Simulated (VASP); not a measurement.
# InSb (Pmmn) in VASP: single point with r2SCAN

Aim: the single point of InSb with r2SCAN.

Everything below comes from runs of VASP 6.6.1. Logs are shortened: lines on timing, memory, paths and dates and some standing lists are left out, and cuts for length are marked.

### Step 1. The cell of the first run

It takes space group Pmmn (No. 59, orthorhombic). Conventional cell: a = 6.014 Å, b = 6.025 Å, c = 3.179 Å, α = 90.00°, β = 90.00°, γ = 90.00°. Within 4.3 Å of In (site symmetry mm2) lie 8 Sb at 3.08 to 3.94 Å and 6 In at 3.18 to 4.26 Å. Within 4.1 Å of Sb (site symmetry mm2) lie 8 In at 3.08 to 3.94 Å and 2 Sb at 3.18 Å.

### Step 2. Single point, r2SCAN (28.80 Å³/atom)

Input file POSCAR:

```
InSb
1.0
    6.0140701761      0.0000000000      0.0000000000
    0.0000000000      6.0253657545      0.0000000000
    0.0000000000      0.0000000000      3.1785546799
In Sb
2 2
Direct
    0.0000000000      0.0000000000      0.0057537997
    0.5000000000      0.5000000000      0.9942462003
    0.0000000000      0.5000000000      0.2071641579
    0.5000000000      0.0000000000      0.7928358421
```

Input file INCAR.step1:

```
SYSTEM = InSb
PREC     = Accurate       ! precision mode
ENCUT    = 520            ! plane-wave cutoff, eV
ISMEAR   = 0              ! smearing method
SIGMA    = 0.1            ! smearing width, eV
LREAL    = .FALSE.        ! projectors in reciprocal space
LASPH    = .TRUE.         ! aspherical terms in the spheres
NELM     = 80             ! most SCF steps
NBANDS   = 26             ! bands
GGA      = PE             ! functional
ALGO     = Normal         ! electronic algorithm
EDIFF    = 1E-4           ! SCF threshold, eV
LWAVE    = .TRUE.         ! write WAVECAR
LCHARG   = .FALSE.        ! write CHGCAR
```

Input file INCAR.step2:

```
SYSTEM = InSb
PREC     = Accurate       ! precision mode
ENCUT    = 520            ! plane-wave cutoff, eV
EDIFF    = 1E-7           ! SCF threshold, eV
ISMEAR   = 0              ! smearing method
SIGMA    = 0.1            ! smearing width, eV
LREAL    = .FALSE.        ! projectors in reciprocal space
LASPH    = .TRUE.         ! aspherical terms in the spheres
NELM     = 80             ! most SCF steps
ALGO     = Normal         ! electronic algorithm
ISIF     = 2              ! what is computed and relaxed
LWAVE    = .FALSE.        ! write WAVECAR
LCHARG   = .FALSE.        ! write CHGCAR
METAGGA  = R2SCAN         ! meta-GGA
LMIXTAU  = .TRUE.       
NBANDS   = 26             ! bands
ISTART   = 1
```

Input file KPOINTS:

```
regular mesh
0
G
  8 8 14
  0 0 0
```

Potentials or basis: VASP PAW PBE potentials, release 64 (In_d, Sb).

Run with:

```bash
$ cat potpaw_PBE.64/In_d/POTCAR potpaw_PBE.64/Sb/POTCAR > POTCAR
$ cp INCAR.step1 INCAR
$ mpirun -np 1 vasp_std > vasp.out
$ cp INCAR.step2 INCAR
$ mpirun -np 1 vasp_std > vasp.out
```

OUTCAR:

```text
SYSTEM = InSb
   PREC = Accurate
   ENCUT = 520
   EDIFF = 1E-7
   ISMEAR = 0
   LREAL = .FALSE.
   LASPH = .TRUE.
   NELM = 80
   ISIF = 2
   METAGGA = R2SCAN
   ISTART = 1

 ion  position               nearest neighbor table
   1  0.000  0.000  0.006-   3 3.08   3 3.08   4 3.08   4 3.08
   2  0.500  0.500  0.994-   4 3.08   4 3.08   3 3.08   3 3.08
   3  0.000  0.500  0.207-   1 3.08   1 3.08   2 3.08   2 3.08
   4  0.500  0.000  0.793-   2 3.08   2 3.08   1 3.08   1 3.08

  LATTYP: Found a simple orthorhombic cell.
 ALAT       =     3.1785546799
 B/A-ratio  =     1.8920769915
 C/A-ratio  =     1.8956306754

  Lattice vectors:

 A1 = (   0.0000000000,   0.0000000000,   3.1785546799)
 A2 = (   6.0140701761,   0.0000000000,   0.0000000000)
 A3 = (   0.0000000000,   6.0253657545,   0.0000000000)

Analysis of symmetry for initial positions (statically):
=====================================================================
 Subroutine PRICEL returns:
 Original cell was already a primitive cell.

 Routine SETGRP: Setting up the symmetry group for a
 simple orthorhombic supercell.

 Subroutine GETGRP returns: Found  8 space group operations
 (whereof  4 operations were pure point group operations)
 out of a pool of  8 trial point group operations.

The static configuration has the point symmetry C_2v.
 The point group associated with its full space group is D_2h.

Analysis of symmetry for dynamics (positions and initial velocities):
=====================================================================
 Subroutine PRICEL returns:
 Original cell was already a primitive cell.

 Routine SETGRP: Setting up the symmetry group for a
 simple orthorhombic supercell.

 Subroutine GETGRP returns: Found  8 space group operations
 (whereof  4 operations were pure point group operations)
 out of a pool of  8 trial point group operations.

The dynamic configuration has the point symmetry C_2v.
 The point group associated with its full space group is D_2h.

 Subroutine INISYM returns: Found  8 space group operations
 (whereof  4 operations are pure point group operations),
 and found     1 'primitive' translations

----------------------------------------------------------------------------------------

                                     Primitive cell

  volume of cell :     115.1812

  direct lattice vectors                    reciprocal lattice vectors
     6.014070176  0.000000000  0.000000000     0.166276743  0.000000000  0.000000000
     0.000000000  6.025365755  0.000000000     0.000000000  0.165965029  0.000000000
     0.000000000  0.000000000  3.178554680     0.000000000  0.000000000  0.314608399

  length of vectors
     6.014070176  6.025365755  3.178554680     0.166276743  0.165965029  0.314608399

  position of ions in fractional coordinates (direct lattice)
     0.000000000  0.000000000  0.005753800
     0.500000000  0.500000000  0.994246200
     0.000000000  0.500000000  0.207164158
     0.500000000  0.000000000  0.792835842

  ion indices of the primitive-cell ions
   primitive index   ion index
                 1           1
                 2           2
                 3           3
                 4           4

----------------------------------------------------------------------------------------

 KPOINTS: regular mesh

Automatic generation of k-mesh.
 Grid dimensions read from file:
 generate k-points for:    8    8   14

 Generating k-lattice:

  Cartesian coordinates                     Fractional coordinates (reciprocal lattice)
     0.020784593  0.000000000  0.000000000     0.125000000  0.000000000  0.000000000
     0.000000000  0.020745629  0.000000000     0.000000000  0.125000000  0.000000000
     0.000000000  0.000000000  0.022472029     0.000000000  0.000000000  0.071428571

  Length of vectors
     0.020784593  0.020745629  0.022472029

  Shift w.r.t. Gamma in fractional coordinates (k-lattice)
     0.000000000  0.000000000  0.000000000

 Subroutine IBZKPT returns following result:
 ===========================================

 Found    200 irreducible k-points:

 Following reciprocal coordinates:
            Coordinates               Weight
  0.000000  0.000000  0.000000      1.000000
  0.125000  0.000000  0.000000      2.000000
  0.250000  0.000000  0.000000      2.000000
  0.375000  0.000000  0.000000      2.000000
  0.500000  0.000000  0.000000      1.000000
  0.000000  0.125000  0.000000      2.000000
[... 16 lines left out ...]
  0.250000  0.500000  0.000000      2.000000
  0.375000  0.500000  0.000000      2.000000
 [... further k-points ...]
   k-points           NKPTS =    200   k-points in BZ     NKDIM =    200   number of bands    NBANDS=     26
   number of dos      NEDOS =    301   number of ions     NIONS =      4
   total plane-waves  NPLWV =  55296
   dimension x,y,z NGX =    48 NGY =   48 NGZ =   24
   dimension x,y,z NGXF=    96 NGYF=   96 NGZF=   48
   ions per type =               2   2
   NGX,Y,Z   is equivalent  to a cutoff of  13.27, 13.24, 12.55 a.u.
   NGXF,Y,Z  is equivalent  to a cutoff of  26.54, 26.49, 25.11 a.u.
 SYSTEM =  InSb
   PREC   = accura    normal or accurate (medium, high low for compatibility)
   ISTART =      1    job   : 0-new  1-cont  2-samecut
   ICHARG =      0    charge: 1-file 2-atom 10-const
   ISPIN  =      1    spin polarized calculation?
   LNONCOLLINEAR =      F non collinear calculations
   LSORBIT =      F    spin-orbit coupling
   LASPH  =      T    aspherical Exc in radial PAW
   ENCUT  =  520.0 eV  38.22 Ry    6.18 a.u.  11.18 11.20  5.91*2*pi/ulx,y,z
   NELM   =     80;   NELMIN=  2; NELMDL=  0     # of ELM steps
   EDIFF  = 0.1E-06   stopping-criterion for ELM
   LREAL  =      F    real-space projection
   EDIFFG = 0.1E-05   stopping-criterion for IOM
   NSW    =      0    number of steps for IOM
   IBRION =     -1    ionic relax: 0-MD 1-quasi-New 2-CG
   NFREE  =      0    steps in history (QN), initial steepest desc. (CG)
   ISIF   =      2    stress and relaxation
   ISYM   =      2    0-nonsym 1-usesym 2-fastsym
   POTIM  = 0.5000    time-step for ionic-motion
   TEBEG  =    0.0;   TEEND  =   0.0 temperature during run
   PSTRESS=    0.0 pullay stress
   NELECT =      36.0000    total number of electrons
   NUPDOWN=      -1.0000    fix difference up-down
   EMIN   =  10.00;   EMAX   =-10.00  energy-range for DOS
   EFERMI =   0.00;   METHOD = LEGACY
   ISMEAR =     0;   SIGMA  =   0.10  broadening in eV -4-tet -1-fermi 0-gaus
   EFERMI_NEDOS =   21; number of points for ismear=-14 and -15
   IALGO  =     38    algorithm
   IMIX   =      4    mixing-type and parameters
     AMIX     =   0.40;   BMIX     =  1.00
     AMIX_MAG =   1.60;   BMIX_MAG =  1.00
  volume/ion in A,a.u.               =      28.80       194.32
  Fermi-wavevector in a.u.,A,eV,Ry     =   1.111003  2.099491 16.794040  1.234327
  Thomas-Fermi vector in A             =   2.247561
   LORBIT       =      0    0 simple, 1 ext, 2 COOP (PROOUT), +10 PAW based schemes
   METAGGA = R2SCAN    functional components
   LHFCALC =     F    Hartree Fock is set to
   AEXX    =    0.0000 exact exchange contribution
   IVDW    =     0    specifies the selected vdW correction
   LEPSILON=     F    determine dielectric tensor
   LRPA    =     F    only Hartree local field effects (RPA)
 non-spin polarized calculation
 Gauss-broadening in eV      SIGMA  =   0.10
  energy-cutoff  :      520.00
  volume of cell :      115.18
 maximum number of plane-waves:      3144
 NGX is ok and might be reduce to    48
   NGX = 23   NGY = 23   NGZ = 11

 number of electron      36.0000019 magnetization

 Free energy of the ion-electron system (eV)
  ---------------------------------------------------
  ext. energy  EPLUGINS =         0.00000000
  ---------------------------------------------------
  free energy    TOTEN  =       -96.64220291 eV

  energy without entropy =      -96.63486014  energy(sigma->0) =      -96.63853152

 E-fermi :   6.8325     XC(G=0): -10.3571

 val. band max:        6.8300267007   @ k =   0.3750   0.0000   0.2143
 cond. band min:       6.8514834082   @ k =   0.1250   0.3750   0.2143
 fundamental gap:      0.0214567075
 Fermi energy:         6.8325368652

 k-point     1 :       0.0000    0.0000    0.0000
  band No.  band energies     occupation
      1      -8.5709      2.00000
      2      -8.5366      2.00000
      3      -8.4277      2.00000
      4      -8.2847      2.00000
      5      -8.2806      2.00000
      6      -8.2118      2.00000
[... 18 lines left out ...]
     25      15.7211      0.00000
     26      15.7412      0.00000

 k-point     2 :       0.1250    0.0000    0.0000
  band No.  band energies     occupation
      1      -8.5690      2.00000
      2      -8.5374      2.00000
      3      -8.4203      2.00000
      4      -8.2879      2.00000
      5      -8.2783      2.00000
      6      -8.2148      2.00000
[... 18 lines left out ...]
     25      15.0588      0.00000
     26      15.4727      0.00000

 k-point     3 :       0.2500    0.0000    0.0000
  band No.  band energies     occupation
      1      -8.5641      2.00000
      2      -8.5400      2.00000
      3      -8.4002      2.00000
      4      -8.2981      2.00000
      5      -8.2717      2.00000
      6      -8.2231      2.00000
[... 18 lines left out ...]
     25      14.2065      0.00000
     26      14.8658      0.00000

 k-point     4 :       0.3750    0.0000    0.0000
  band No.  band energies     occupation
      1      -8.5574      2.00000
      2      -8.5445      2.00000
      3      -8.3719      2.00000
      4      -8.3162      2.00000
      5      -8.2613      2.00000
      6      -8.2351      2.00000
[... 18 lines left out ...]
     25      14.1448      0.00000
     26      14.2987      0.00000

 k-point     5 :       0.5000    0.0000    0.0000
  band No.  band energies     occupation
      1      -8.5505      2.00000
      2      -8.5505      2.00000
      3      -8.3420      2.00000
      4      -8.3420      2.00000
      5      -8.2485      2.00000
      6      -8.2485      2.00000
[... 18 lines left out ...]
     25      14.6375      0.00000
     26      14.6375      0.00000

 k-point     6 :       0.0000    0.1250    0.0000
  band No.  band energies     occupation
      1      -8.5690      2.00000
      2      -8.5374      2.00000
      3      -8.4204      2.00000
      4      -8.2879      2.00000
      5      -8.2784      2.00000
      6      -8.2148      2.00000
[... 427 lines left out ...]
 k-point    21 :       0.0000    0.5000    0.0000
  band No.  band energies     occupation
      1      -8.5504      2.00000
      2      -8.5504      2.00000
      3      -8.3421      2.00000
      4      -8.3421      2.00000
      5      -8.2485      2.00000
      6      -8.2485      2.00000
[... 18 lines left out ...]
     25      14.6027      0.00000
     26      14.6027      0.00000

 k-point    22 :       0.1250    0.5000    0.0000
  band No.  band energies     occupation
      1      -8.5501      2.00000
      2      -8.5501      2.00000
      3      -8.3395      2.00000
      4      -8.3395      2.00000
      5      -8.2487      2.00000
      6      -8.2487      2.00000
[... 18 lines left out ...]
     25      14.4019      0.00000
     26      14.4019      0.00000

 k-point    23 :       0.2500    0.5000    0.0000
  band No.  band energies     occupation
      1      -8.5493      2.00000
      2      -8.5493      2.00000
      3      -8.3332      2.00000
      4      -8.3332      2.00000
      5      -8.2492      2.00000
      6      -8.2492      2.00000
[... 18 lines left out ...]
     25      14.7588      0.00000
     26      14.7588      0.00000

 k-point    24 :       0.3750    0.5000    0.0000
  band No.  band energies     occupation
      1      -8.5485      2.00000
      2      -8.5485      2.00000
      3      -8.3267      2.00000
      4      -8.3267      2.00000
      5      -8.2497      2.00000
      6      -8.2497      2.00000
[... 18 lines left out ...]
     25      15.1144      0.00000
     26      15.1144      0.00000

 [... further k-points ...]

------------------------ aborting loop because EDIFF is reached ----------------------------------------

  FORCE on cell =-STRESS in cart. coord.  units (eV):
  Direction    XX          YY          ZZ          XY          YZ          ZX
  --------------------------------------------------------------------------------------
  -------------------------------------------------------------------------------------
  Total       -0.9446709     -0.9450565     -1.0524242      0.0000000      0.0000000      0.0000000
  in kB      -13.1404283    -13.1457916    -14.6392830      0.0000000      0.0000000      0.0000000
  external PRESSURE =     -13.6418343 kB  Pullay stress =       0.0000000 kB

 VOLUME and BASIS-vectors are now :
 -----------------------------------------------------------------------------
  energy-cutoff  :      520.00
  volume of cell :      115.18
      direct lattice vectors                 reciprocal lattice vectors
     6.014070176  0.000000000  0.000000000     0.166276743  0.000000000  0.000000000
     0.000000000  6.025365755  0.000000000     0.000000000  0.165965029  0.000000000
     0.000000000  0.000000000  3.178554680     0.000000000  0.000000000  0.314608399

 POSITION                                       TOTAL-FORCE (eV/Angst)
 -----------------------------------------------------------------------------------
      0.00000      0.00000      0.01829         0.000000      0.000000     -0.003971
      3.00704      3.01268      3.16027         0.000000      0.000000      0.003971
      0.00000      3.01268      0.65848         0.000000      0.000000      0.001799
      3.00704      0.00000      2.52007         0.000000      0.000000     -0.001799
 -----------------------------------------------------------------------------------
    total drift:                                0.000000     -0.000000      0.000000

  FREE ENERGIE OF THE ION-ELECTRON SYSTEM (eV)
  ---------------------------------------------------
  free  energy   TOTEN  =       -96.6422029056 eV

  energy  without entropy=      -96.6348601429  energy(sigma->0) =      -96.63853152
```

It took 14 min on 1 thread of Intel Xeon 6975P-C (Granite Rapids), shared host; peak memory 0.63 GiB.

Results:

* Free energy: -96.6422 eV
* Pressure: -1.4 GPa
* Largest force: 0.004 eV/Å
* Band gap on the k mesh: zero (bands 18 and 19 overlap by 2.96 eV)

Forces on the atoms (eV/Å):
```
In   0.000  0.000 -0.004
In   0.000  0.000  0.004
Sb   0.000  0.000  0.002
Sb   0.000  0.000 -0.002
```

Stress tensor (GPa, compression positive):
```
-1.31  0.00  0.00
 0.00 -1.31  0.00
 0.00  0.00 -1.46
```

Caveat: the PAW data sets were made with another functional, which shifts forces and pressure a little; spin-orbit coupling is left out, which moves the levels of the heavy elements.

The gap in the log of VASP goes by the Fermi energy; the results here count the filled bands.